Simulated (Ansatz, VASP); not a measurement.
# Hf in VASP and in Ansatz

```
CELL_PARAMETERS angstrom
3.67620 0.00000 0.00000
-1.83810 3.18369 0.00000
0.00000 0.00000 5.05780
ATOMIC_POSITIONS crystal
Hf 0.33333 0.66667 0.25000
Hf 0.66667 0.33333 0.75000
```

Change from the starting cell: strain +0.1500 x Voigt [1, 1, 0, 0, 0, 0], atoms carried along.

Alike in both runs: task single point; functional PBEsol; k mesh 18 × 18 × 10; occupations gaussian, width 0.15 eV; no spin polarisation.

|  | VASP | Ansatz |
| --- | --- | --- |
| version | VASP 6.6.1 | Ansatz 0.2.0 |
| potentials or method | VASP PAW PBE potentials, release 64 (Hf_pv), cutoff 520 eV | scalar-relativistic, plane waves, PAW |
| valence electrons in the cell | 20 | 52 |

Ansatz gave:

```
gap on the k mesh at the Fermi level (eV)                     : none
pressure (GPa)                                                : -19.5
traceless stress, the component that is largest in VASP (GPa) : 4.46
```

Which values does VASP return?

gap on the k mesh at the Fermi level (eV): none; pressure (GPa): -19.9; traceless stress, the component that is largest in VASP (GPa): 4.39.

VASP's potentials were made for PBE, not for PBEsol. A gap of «none» marks a metal or a gap that the smearing closes. VASP's potentials hold 20 valence electrons a cell and Ansatz's 52, so a difference there can come from the potentials and not from the codes.

Neither program's run includes spin-orbit coupling.
